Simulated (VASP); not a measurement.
CoO, 2 atoms in the cell. Symmetry: Fm-3m, No. 225, cubic system. The conventional cell has a = 4.405 Å, b = 4.405 Å, c = 4.405 Å, α = 90.00°, β = 90.00°, γ = 90.00°. Co (site symmetry m-3m) has 6 O at 2.20 Å within 2.9 Å. Within 2.9 Å of O (site symmetry m-3m) lie 6 Co at 2.20 Å. 

```yaml
Program: VASP 6.6.1
Task: single point
Functional: BLYP
Potentials_or_basis: VASP PAW PBE potentials, release 64 (Co_sv, O)
Cutoff: 700 eV
k_mesh: 10 × 10 × 10
Occupations: gaussian, width 0.05 eV
Spin: collinear spin, ferromagnetic start
Starting_moments: "[2.89, 0.25] μB"
Hubbard_terms: Co d U = 3.3 eV
Dipole_correction: no
Further_INCAR_settings: ALGO = Normal; EDIFF = 1e-06; NBANDS = 22
```

Potentials or basis: VASP PAW PBE potentials, release 64 (Co_sv, O).

Launch:

```console
$ cat potpaw_PBE.64/Co_sv/POTCAR potpaw_PBE.64/O/POTCAR > POTCAR
$ mpirun -np 1 vasp_std > vasp.out
```

Hardware: 1 thread of AMD EPYC 9R45 96-Core Processor (Zen 5), with other jobs on the host.

**Question.** How long does it take, and how much memory?

**Answer.** Run time: 60 s on 1 thread of AMD EPYC 9R45 96-Core Processor (Zen 5), with other jobs on the host, peak memory 0.17 GiB. Counts: scf iterations 16, k points 47.
